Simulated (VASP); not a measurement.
Crystal: CsSnI3.

```
CELL_PARAMETERS angstrom
6.49115 0.00000 0.00000
0.00000 6.49115 0.00000
0.00000 0.00000 6.18074
ATOMIC_POSITIONS crystal
Cs 0.00000 0.00000 0.00000
Sn 0.50000 0.50000 0.50000
I 0.50000 0.50000 0.00000
I 0.50000 0.00000 0.50000
I 0.00000 0.50000 0.50000
```

This cell differs from its parent crystal: epitaxial xy strain +4.0%.

Base run:

| Property | Result |
| --- | --- |
| Program | VASP 6.6.1 |
| Functional | r2SCAN |
| Potentials or basis | VASP PAW PBE potentials, release 64 (Cs_sv, Sn_d, I) |
| Cutoff | 520 eV |
| k mesh | 4 × 4 × 4 |
| Occupations | gaussian, width 0.01 eV |
| Spin | no spin polarisation |

Its results: band gap on the k mesh 0.67 eV; pressure -0.9 GPa.

**Question.** The run is repeated on the same cell with these changes: functional from r2SCAN to HSE06; k mesh from 4 × 4 × 4 to 2 × 2 × 2. What comes out?

**Answer.** Band gap on the k mesh 1.01 eV; pressure 0.2 GPa.

Several settings changed at once.

Caveats: some runs use coarse meshes; the PAW data sets were made with another functional, which shifts forces and pressure a little; spin-orbit coupling is left out, which moves the levels of the heavy elements.

A k mesh can miss the band edges.
